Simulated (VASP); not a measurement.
Here is a VASP 6.6.1 calculation.

File POSCAR:

```
TiO2
1.0
   -4.3489027542      4.3489027542      1.8808798380
    4.3489027542     -4.3489027542      1.8808798380
    4.3489027542      4.3489027542     -1.8808798380
Ti O
4 8
Direct
    0.2911432268      0.0012985253      0.2924417521
    0.0012985253      0.7088567732      0.7101552985
    0.9987014747      0.2911432268      0.2898447015
    0.7088567732      0.9987014747      0.7075582479
    0.4994795304      0.1511885838      0.6506681143
    0.1605345341      0.8402093620      0.0007438962
    0.1511885838      0.5005204696      0.6517090534
    0.1597906380      0.1605345341      0.3203251721
    0.8402093620      0.8394654659      0.6796748279
    0.8488114162      0.4994795304      0.3482909466
    0.8394654659      0.1597906380      0.9992561038
    0.5005204696      0.8488114162      0.3493318857
```

Contents of INCAR.step1:

```
SYSTEM = TiO2
  ALGO = Normal
  EDIFF = 1E-4
  ENCUT = 520
  GGA = PE
  ISMEAR = 0
  KPAR = 4
  LASPH = .TRUE.
  LCHARG = .FALSE.
  LREAL = .FALSE.
  LWAVE = .TRUE.
  NBANDS = 60
  NELM = 100
  PREC = Accurate
  SIGMA = 0.02
```

File INCAR.step2:

```
SYSTEM = TiO2
  ALGO = Normal
  EDIFF = 1E-7
  ENCUT = 520
  ISIF = 2
  ISMEAR = 0
  ISTART = 1
  KPAR = 4
  LASPH = .TRUE.
  LCHARG = .FALSE.
  LMIXTAU = .TRUE.
  LREAL = .FALSE.
  LWAVE = .FALSE.
  METAGGA = R2SCAN
  NBANDS = 60
  NELM = 100
  PREC = Accurate
  SIGMA = 0.02
```

Contents of KPOINTS:

```
k-points
0
G
  8 8 8
  0 0 0
```

Potentials or basis: VASP PAW PBE potentials, release 64 (Ti_sv, O).

Command:

```sh
$ cat potpaw_PBE.64/Ti_sv/POTCAR potpaw_PBE.64/O/POTCAR > POTCAR
$ cp INCAR.step1 INCAR
$ mpirun -np 4 vasp_std > vasp.out
$ cp INCAR.step2 INCAR
$ mpirun -np 4 vasp_std > vasp.out
```

Predict the band gap on the k mesh.

2.10 eV (least direct gap 2.80 eV).

Estimate the largest force.

0.141 eV/Å.

Predict the pressure.

1.1 GPa.

Forces in eV/Å, atoms in the order of the input:
```
Ti  -0.005  0.141  0.000
Ti  -0.141 -0.005  0.000
Ti   0.141  0.005  0.000
Ti   0.005 -0.141  0.000
O   -0.016  0.001  0.000
O   -0.006  0.017  0.000
O   -0.001 -0.016  0.000
O    0.017  0.006  0.000
O   -0.017 -0.006  0.000
O    0.001  0.016  0.000
O    0.006 -0.017  0.000
O    0.016 -0.001  0.000
```

Caveat: the PAW data sets were made with another functional, which shifts forces and pressure a little. A k mesh can miss the band edges.
